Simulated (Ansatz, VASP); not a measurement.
**CdS in VASP and in Ansatz**

```
Cd S
1.0
     0.00000    2.23164    2.23164
     2.23164    0.00000    2.23164
     2.23164    2.23164    0.00000
Cd S
1 1
Cartesian
  0.0000 0.0000 0.0000
  1.1158 1.1158 1.1158
```

Change from the starting cell: volume scaled by 0.45, PAW files.

Alike in both runs: task single point; functional PBEsol; k mesh 11 × 11 × 11; occupations fermi-dirac, width 0.08 eV; no spin polarisation.

|  | VASP | Ansatz |
| --- | --- | --- |
| version | VASP 6.6.1 | Ansatz 0.2.0 |
| potentials or method | VASP PAW PBE potentials, release 64 (Cd, S) | PAW with Ansatz's default frozen-core files, scalar-relativistic |
| plane-wave cutoff (eV) | 520 | 420 |
| valence electrons in the cell | 18 | 26 |

Ansatz gave:

```
pressure (GPa) : 300.7
```

Task: Estimate VASP's values.

Result: Pressure (GPa): 312.1.

VASP's potentials were made for PBE, not for PBEsol. Both programs put the cell under a high pressure, so it lies far from rest at this level. VASP's potentials hold 18 valence electrons a cell and Ansatz's 26, so a difference there can come from the potentials and not from the codes.

Noted on VASP's run: the cell as given lies far from equilibrium.
